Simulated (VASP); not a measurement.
# Au (P6_3/mmc) in VASP: notebook

Aim: see how the results for Au move with the level of theory and the settings. Levels: PBEsol, PBE, LDA. Tasks: electric field gradients.

Everything below comes from runs of VASP 6.6.1. Logs are shortened: lines on timing, memory, paths and dates and some standing lists are left out, and cuts for length are marked.

### Step 1. The cell of the first run

The structure is hexagonal, space group P6_3/mmc (No. 194). Conventional cell: a = 2.900 Å, b = 2.900 Å, c = 4.880 Å, α = 90.00°, β = 90.00°, γ = 120.00°. Within 3.8 Å of Au (site symmetry -6m2) lie 12 Au at 2.90 to 2.96 Å.

This isn't the form of Au at room conditions, which is fcc.

### Step 2. Electric field gradients, PBEsol

INCAR reads:

```
  PREC = Accurate
  ENCUT = 400
  EDIFF = 1E-8
  ISMEAR = -1
  SIGMA = 0.05
  LREAL = False
  LASPH = True
  NELM = 120
  ALGO = Normal
  ISIF = 2
  LWAVE = False
  LCHARG = False
  GGA = PS
  LEFG = True
  NBANDS = 26
  GGA_COMPAT = False
```

KPOINTS reads:

```
Automatic mesh
0
Gamma
  18 18 10
```

POSCAR reads:

```
Au
1.0
    2.9000000000      0.0000000000      0.0000000000
   -1.4500000000      2.5114736710      0.0000000000
    0.0000000000      0.0000000000      4.8800000000
Au
2
Direct
    0.3333333333      0.6666666667      0.7500000000
    0.6666666667      0.3333333333      0.2500000000
```

Potentials or basis: VASP PAW PBE potentials, release 64 (Au_sv_GW).

Launch:

```
$ cat potpaw_PBE.64/Au_sv_GW/POTCAR > POTCAR
$ mpirun -np 1 vasp_std > vasp.out
```

OUTCAR:

```text
PREC = Accurate
   ENCUT = 400
   EDIFF = 1E-8
   ISMEAR = -1
   LREAL = False
   LASPH = True
   NELM = 120
   ISIF = 2
   GGA = PS

 ion  position               nearest neighbor table
   1  0.333  0.667  0.750-   2 2.96   2 2.96   2 2.96   2 2.96   2 2.96   2 2.96
   2  0.667  0.333  0.250-   1 2.96   1 2.96   1 2.96   1 2.96   1 2.96   1 2.96

  LATTYP: Found a hexagonal cell.
 ALAT       =     2.9000000000
 C/A-ratio  =     1.6827586207

  Lattice vectors:

 A1 = (   2.9000000000,   0.0000000000,   0.0000000000)
 A2 = (  -1.4500000000,   2.5114736710,   0.0000000000)
 A3 = (   0.0000000000,   0.0000000000,   4.8800000000)

Analysis of symmetry for initial positions (statically):
=====================================================================
 Subroutine PRICEL returns:
 Original cell was already a primitive cell.

 Routine SETGRP: Setting up the symmetry group for a
 hexagonal supercell.

 Subroutine GETGRP returns: Found 24 space group operations
 (whereof 12 operations were pure point group operations)
 out of a pool of 24 trial point group operations.

The static configuration has the point symmetry D_3d.
 The point group associated with its full space group is D_6h.

Analysis of symmetry for dynamics (positions and initial velocities):
=====================================================================
 Subroutine PRICEL returns:
 Original cell was already a primitive cell.

 Routine SETGRP: Setting up the symmetry group for a
 hexagonal supercell.

 Subroutine GETGRP returns: Found 24 space group operations
 (whereof 12 operations were pure point group operations)
 out of a pool of 24 trial point group operations.

The dynamic configuration has the point symmetry D_3d.
 The point group associated with its full space group is D_6h.

 Subroutine INISYM returns: Found 24 space group operations
 (whereof 12 operations are pure point group operations),
 and found     1 'primitive' translations

----------------------------------------------------------------------------------------

                                     Primitive cell

  volume of cell :      35.5424

  direct lattice vectors                    reciprocal lattice vectors
     2.900000000  0.000000000  0.000000000     0.344827586  0.199086300  0.000000000
    -1.450000000  2.511473671  0.000000000     0.000000000  0.398172599  0.000000000
     0.000000000  0.000000000  4.880000000     0.000000000  0.000000000  0.204918033

  length of vectors
     2.900000000  2.900000000  4.880000000     0.398172599  0.398172599  0.204918033

  position of ions in fractional coordinates (direct lattice)
     0.333333333  0.666666667  0.750000000
     0.666666667  0.333333333  0.250000000

  ion indices of the primitive-cell ions
   primitive index   ion index
                 1           1
                 2           2

----------------------------------------------------------------------------------------

 KPOINTS: Automatic mesh

Automatic generation of k-mesh.
 Grid dimensions read from file:
 generate k-points for:   18   18   10

 Generating k-lattice:

  Cartesian coordinates                     Fractional coordinates (reciprocal lattice)
     0.019157088  0.011060350  0.000000000     0.055555556  0.000000000  0.000000000
     0.000000000  0.022120700  0.000000000     0.000000000  0.055555556  0.000000000
     0.000000000  0.000000000  0.020491803     0.000000000  0.000000000  0.100000000

  Length of vectors
     0.022120700  0.022120700  0.020491803

  Shift w.r.t. Gamma in fractional coordinates (k-lattice)
     0.000000000  0.000000000  0.000000000

 Subroutine IBZKPT returns following result:
 ===========================================

 Found    222 irreducible k-points:

 Following reciprocal coordinates:
            Coordinates               Weight
  0.000000  0.000000  0.000000      1.000000
  0.055556  0.000000  0.000000      6.000000
  0.111111  0.000000  0.000000      6.000000
  0.166667 -0.000000  0.000000      6.000000
  0.222222 -0.000000  0.000000      6.000000
  0.277778 -0.000000  0.000000      6.000000
[... 16 lines left out ...]
  0.333333  0.111111  0.000000     12.000000
  0.388889  0.111111  0.000000     12.000000
 [... further k-points ...]
   k-points           NKPTS =    222   k-points in BZ     NKDIM =    222   number of bands    NBANDS=     26
   number of dos      NEDOS =    301   number of ions     NIONS =      2
   total plane-waves  NPLWV =  12800
   dimension x,y,z NGX =    20 NGY =   20 NGZ =   32
   dimension x,y,z NGXF=    40 NGYF=   40 NGZF=   64
   ions per type =               2
   NGX,Y,Z   is equivalent  to a cutoff of  11.47, 11.47, 10.90 a.u.
   NGXF,Y,Z  is equivalent  to a cutoff of  22.93, 22.93, 21.80 a.u.
 SYSTEM =  unknown system
   PREC   = accura    normal or accurate (medium, high low for compatibility)
   ISTART =      0    job   : 0-new  1-cont  2-samecut
   ICHARG =      2    charge: 1-file 2-atom 10-const
   ISPIN  =      1    spin polarized calculation?
   LNONCOLLINEAR =      F non collinear calculations
   LSORBIT =      F    spin-orbit coupling
   LASPH  =      T    aspherical Exc in radial PAW
   ENCUT  =  400.0 eV  29.40 Ry    5.42 a.u.   4.73  4.73  7.96*2*pi/ulx,y,z
   NELM   =    120;   NELMIN=  2; NELMDL= -5     # of ELM steps
   EDIFF  = 0.1E-07   stopping-criterion for ELM
   LREAL  =      F    real-space projection
   EDIFFG = 0.1E-06   stopping-criterion for IOM
   NSW    =      0    number of steps for IOM
   IBRION =     -1    ionic relax: 0-MD 1-quasi-New 2-CG
   NFREE  =      0    steps in history (QN), initial steepest desc. (CG)
   ISIF   =      2    stress and relaxation
   ISYM   =      2    0-nonsym 1-usesym 2-fastsym
   POTIM  = 0.5000    time-step for ionic-motion
   TEBEG  =    0.0;   TEEND  =   0.0 temperature during run
   PSTRESS=    0.0 pullay stress
   NELECT =      38.0000    total number of electrons
   NUPDOWN=      -1.0000    fix difference up-down
   EMIN   =  10.00;   EMAX   =-10.00  energy-range for DOS
   EFERMI =   0.00;   METHOD = LEGACY
   ISMEAR =    -1;   SIGMA  =   0.05  broadening in eV -4-tet -1-fermi 0-gaus
   EFERMI_NEDOS =   21; number of points for ismear=-14 and -15
   IALGO  =     38    algorithm
   IMIX   =      4    mixing-type and parameters
     AMIX     =   0.40;   BMIX     =  1.00
     AMIX_MAG =   1.60;   BMIX_MAG =  1.00
  volume/ion in A,a.u.               =      17.77       119.93
  Fermi-wavevector in a.u.,A,eV,Ry     =   1.673994  3.163390 38.127003  2.802256
  Thomas-Fermi vector in A             =   2.758867
   LORBIT       =      0    0 simple, 1 ext, 2 COOP (PROOUT), +10 PAW based schemes
   GGA     = PS    functional components
   LHFCALC =     F    Hartree Fock is set to
   AEXX    =    0.0000 exact exchange contribution
   IVDW    =     0    specifies the selected vdW correction
   LEPSILON=     F    determine dielectric tensor
   LRPA    =     F    only Hartree local field effects (RPA)
 non-spin polarized calculation
  energy-cutoff  :      400.00
  volume of cell :       35.54
 maximum number of plane-waves:       658
 NGX is ok and might be reduce to    20
   NGX =  9   NGY =  9   NGZ = 15

 number of electron      38.0000020 magnetization

 Free energy of the ion-electron system (eV)
  ---------------------------------------------------
  ext. energy  EPLUGINS =         0.00000000
  ---------------------------------------------------
  free energy    TOTEN  =        -6.56721778 eV

  energy without entropy =       -6.55971806  energy(sigma->0) =       -6.56346792

 E-fermi :   7.9301     XC(G=0): -13.2340

 val. band max:        7.9265036595   @ k =   0.5000   0.0000   0.3000
 cond. band min:       7.9314145039   @ k =   0.2222   0.1111   0.3000
 fundamental gap:      0.0049108444
 Fermi energy:         7.9301288487

 k-point     1 :       0.0000    0.0000    0.0000
  band No.  band energies     occupation
      1     -97.5854      2.00000
      2     -97.5773      2.00000
      3     -48.9445      2.00000
      4     -48.8052      2.00000
      5     -48.8052      2.00000
      6     -48.7821      2.00000
[... 18 lines left out ...]
     25      26.0752      0.00000
     26      26.0753      0.00000
[... 644 lines left out ...]
      4     -48.9303      2.00000
      5     -48.8691      2.00000
      6     -48.8602      2.00000
[... 18 lines left out ...]
     25      19.8551      0.00000
     26      22.4832      0.00000

 [... further k-points ...]

------------------------ aborting loop because EDIFF is reached ----------------------------------------

  FORCE on cell =-STRESS in cart. coord.  units (eV):
  Direction    XX          YY          ZZ          XY          YZ          ZX
  --------------------------------------------------------------------------------------
  -------------------------------------------------------------------------------------
  Total       -2.2772355     -2.2772355     -2.2828747      0.0000000      0.0000000      0.0000000
  in kB     -102.6531026   -102.6531026   -102.9073039      0.0000000      0.0000000      0.0000000
  external PRESSURE =    -102.7378364 kB  Pullay stress =       0.0000000 kB

 VOLUME and BASIS-vectors are now :
 -----------------------------------------------------------------------------
  energy-cutoff  :      400.00
  volume of cell :       35.54
      direct lattice vectors                 reciprocal lattice vectors
     2.900000000  0.000000000  0.000000000     0.344827586  0.199086300  0.000000000
    -1.450000000  2.511473671  0.000000000     0.000000000  0.398172599  0.000000000
     0.000000000  0.000000000  4.880000000     0.000000000  0.000000000  0.204918033

 POSITION                                       TOTAL-FORCE (eV/Angst)
 -----------------------------------------------------------------------------------
     -0.00000      1.67432      3.66000        -0.000000     -0.000000      0.000000
      1.45000      0.83716      1.22000         0.000000      0.000000      0.000000
 -----------------------------------------------------------------------------------
    total drift:                                0.000000     -0.000000      0.000000

  FREE ENERGIE OF THE ION-ELECTRON SYSTEM (eV)
  ---------------------------------------------------
  free  energy   TOTEN  =        -6.5672177808 eV

  energy  without entropy=       -6.5597180625  energy(sigma->0) =       -6.56346792

 Electric field gradients (V/A^2)
---------------------------------------------------------------------
 ion       V_xx      V_yy      V_zz      V_xy      V_xz      V_yz
---------------------------------------------------------------------
   1      -8.525    -8.523    17.048     0.002     0.000    -0.000
   2      -8.525    -8.523    17.048     0.002    -0.000     0.000
---------------------------------------------------------------------

 Electric field gradients after diagonalization (V/A^2)
 (convention: |V_zz| > |V_xx| > |V_yy|)
----------------------------------------------------------------------
 ion       V_xx      V_yy      V_zz     asymmetry (V_yy - V_xx)/ V_zz
----------------------------------------------------------------------
   1      -8.527    -8.521    17.048       0.000
   2      -8.527    -8.521    17.048       0.000
----------------------------------------------------------------------

           NMR quadrupolar parameters

 Cq : quadrupolar parameter    Cq=e*Q*V_zz/h
 eta: asymmetry parameters     (V_yy - V_xx)/ V_zz
 Q  : nuclear electric quadrupole moment in mb (millibarn)
----------------------------------------------------------------------
 ion       Cq(MHz)       eta       Q (mb)
----------------------------------------------------------------------
   1       0.041       0.000       1.000
   2       0.041       0.000       1.000
----------------------------------------------------------------------
```

Run time: 1.8 min. Hardware: 1 thread of AMD EPYC 7R13 (Zen 3), shared host; peak memory 0.2 GiB.

Results:

```
Free energy                             : -6.5672 eV
Pressure                                : -10.3 GPa
Band gap on the k mesh                  : zero (bands 19 and 20 overlap by 6.64 eV)
Largest electric field gradient by atom : Au +17.0 V/Å²
```

Electric field gradients, principal values (V/Å²):
```csv
atom,least,middle,greatest (by size)
1 Au,-8.521,-8.527,17.048
2 Au,-8.521,-8.527,17.048
```

Caveat: the cell stands under tension; without QUAD_EFG the Cq values of the log hold for a quadrupole moment of 1 mb, not for the nuclei; the PAW data sets were made with another functional, which shifts forces and pressure a little; spin-orbit coupling is left out, which moves the levels of the heavy elements.

### Step 3. Electric field gradients, PBE

INCAR reads:

```
PREC     = Accurate       # precision mode
ENCUT    = 400            # plane-wave cutoff, eV
EDIFF    = 1E-8           # SCF threshold, eV
ISMEAR   = -1             # smearing method
SIGMA    = 0.02           # smearing width, eV
LREAL    = False          # projectors in reciprocal space
LASPH    = True           # aspherical terms in the spheres
NELM     = 120            # most SCF steps
ALGO     = Normal         # electronic algorithm
ISIF     = 2              # what is computed and relaxed
LWAVE    = False          # write WAVECAR
LCHARG   = False          # write CHGCAR
GGA      = PE             # functional
LEFG     = True         
NBANDS   = 26             # bands
GGA_COMPAT= False
```

KPOINTS reads:

```
Automatic mesh
0
Gamma
  17 17 9
```

POSCAR is that of step 2.

Potentials or basis: VASP PAW PBE potentials, release 64 (Au_sv_GW).

Launch:

```
$ cat potpaw_PBE.64/Au_sv_GW/POTCAR > POTCAR
$ mpirun -np 1 vasp_std > vasp.out
```

OUTCAR:

```text
PREC = Accurate
   ENCUT = 400
   EDIFF = 1E-8
   ISMEAR = -1
   LREAL = False
   LASPH = True
   NELM = 120
   ISIF = 2
   GGA = PE

 ion  position               nearest neighbor table
   1  0.333  0.667  0.750-   2 2.96   2 2.96   2 2.96   2 2.96   2 2.96   2 2.96
   2  0.667  0.333  0.250-   1 2.96   1 2.96   1 2.96   1 2.96   1 2.96   1 2.96

  LATTYP: Found a hexagonal cell.
 ALAT       =     2.9000000000
 C/A-ratio  =     1.6827586207

  Lattice vectors:

 A1 = (   2.9000000000,   0.0000000000,   0.0000000000)
[... 911 lines left out ...]
  ---------------------------------------------------
  free  energy   TOTEN  =        -5.1689948502 eV

  energy  without entropy=       -5.1680672115  energy(sigma->0) =       -5.16853103

 Electric field gradients (V/A^2)
---------------------------------------------------------------------
 ion       V_xx      V_yy      V_zz      V_xy      V_xz      V_yz
---------------------------------------------------------------------
   1      -7.212    -7.209    14.421     0.002     0.000    -0.000
   2      -7.212    -7.209    14.421     0.002    -0.000     0.000
---------------------------------------------------------------------

 Electric field gradients after diagonalization (V/A^2)
 (convention: |V_zz| > |V_xx| > |V_yy|)
----------------------------------------------------------------------
 ion       V_xx      V_yy      V_zz     asymmetry (V_yy - V_xx)/ V_zz
----------------------------------------------------------------------
   1      -7.213    -7.208    14.421       0.000
   2      -7.213    -7.208    14.421       0.000
----------------------------------------------------------------------

           NMR quadrupolar parameters

 Cq : quadrupolar parameter    Cq=e*Q*V_zz/h
 eta: asymmetry parameters     (V_yy - V_xx)/ V_zz
 Q  : nuclear electric quadrupole moment in mb (millibarn)
----------------------------------------------------------------------
 ion       Cq(MHz)       eta       Q (mb)
----------------------------------------------------------------------
   1       0.035       0.000       1.000
   2       0.035       0.000       1.000
----------------------------------------------------------------------
```

OSZICAR:

```text
N       E                     dE             d eps       ncg     rms          rms(c)
DAV:   1     0.668873981175E+03    0.66887E+03   -0.21920E+04 13302   0.209E+03
DAV:   2     0.739813023011E+02   -0.59489E+03   -0.56272E+03 11434   0.885E+02
DAV:   3    -0.258628944665E+01   -0.76568E+02   -0.73642E+02 13356   0.358E+02
DAV:   4    -0.710055094567E+01   -0.45143E+01   -0.44952E+01 13996   0.877E+01
DAV:   5    -0.727117554496E+01   -0.17062E+00   -0.17058E+00 13874   0.171E+01    0.146E+01
DAV:   6    -0.526844474521E+01    0.20027E+01   -0.43750E+00 15164   0.396E+01    0.123E+01
DAV:   7    -0.518266699887E+01    0.85778E-01   -0.23872E-01 14578   0.599E+00    0.739E+00
DAV:   8    -0.516900799770E+01    0.13659E-01   -0.31753E-02 14054   0.416E+00    0.876E-01
DAV:   9    -0.516888371225E+01    0.12429E-03   -0.11167E-03 14598   0.714E-01    0.148E-01
DAV:  10    -0.516899563887E+01   -0.11193E-03   -0.10580E-04 13548   0.179E-01    0.110E-02
DAV:  11    -0.516899533781E+01    0.30106E-06   -0.21250E-06 14436   0.241E-02    0.395E-03
DAV:  12    -0.516899489338E+01    0.44444E-06   -0.15198E-07 13750   0.955E-03    0.533E-04
DAV:  13    -0.516899485846E+01    0.34920E-07   -0.25823E-09  6940   0.980E-04    0.360E-04
DAV:  14    -0.516899485022E+01    0.82391E-08   -0.10885E-09  6488   0.700E-04
   1 F= -.51689949E+01 E0= -.51685310E+01  d E =-.927639E-03
```

Run time: 2.4 min. Hardware: 1 thread of Intel Xeon Platinum 8259CL at 2.50GHz (Skylake/Cascade Lake), shared host; peak memory 0.2 GiB.

What came out:

| Property | Result |
| --- | --- |
| Free energy | -5.1690 eV |
| Pressure | -2.3 GPa |
| Band gap on the k mesh | zero (bands 19 and 20 overlap by 5.99 eV) |
| Largest electric field gradient by atom | Au +14.4 V/Å² |

Electric field gradients, principal values (V/Å²):
```tsv
atom	least	middle	greatest (by size)
1 Au	-7.208	-7.213	14.421
2 Au	-7.208	-7.213	14.421
```

Caveat: without QUAD_EFG the Cq values of the log hold for a quadrupole moment of 1 mb, not for the nuclei; spin-orbit coupling is left out, which moves the levels of the heavy elements.

(Continued in part 2 of 2.)
